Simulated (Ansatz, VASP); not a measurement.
Two plane-wave programs on AlGa3N4

```
Al Ga N
1.0
     4.24304    0.06476    0.06476
     0.06476    4.24304    0.06476
     0.06476    0.06476    4.24304
Al Ga N
1 3 4
Direct
  0.00000 0.00000 0.00000
  0.50000 0.50000 0.00000
  0.50000 0.00000 0.50000
  0.00000 0.50000 0.50000
  0.75481 0.75481 0.24519
  0.75481 0.24519 0.75481
  0.24519 0.75481 0.75481
  0.24519 0.24519 0.24519
```

Alike in both runs: task single point; functional LDA; k mesh 6 × 6 × 6; occupations gaussian, width 0.05 eV; no spin polarisation.

|  | VASP | Ansatz |
| --- | --- | --- |
| version | VASP 6.6.1 | Ansatz 0.2.0 |
| potentials or method | VASP PAW LDA potentials, release 64 (Al, Ga_d, N), cutoff 520 eV | scalar-relativistic, plane waves, PAW |
| valence electrons in the cell | 62 | 62 |

```csv
,VASP,Ansatz,Ansatz less VASP
gap on the k mesh at the Fermi level (eV),3.31,3.31,-0.001
least direct gap on the mesh (eV),3.31,3.31,-0.001
rms of the force components (eV/Å),0.490,0.474,-0.0159
```

Ansatz warns that its potentials were made for another functional, while VASP's fit it. LDA's correlation is that of Perdew and Zunger in VASP and of Perdew and Wang (1992) in Ansatz. Atom by atom the forces differ by 0.019 eV/Å (rms over components).
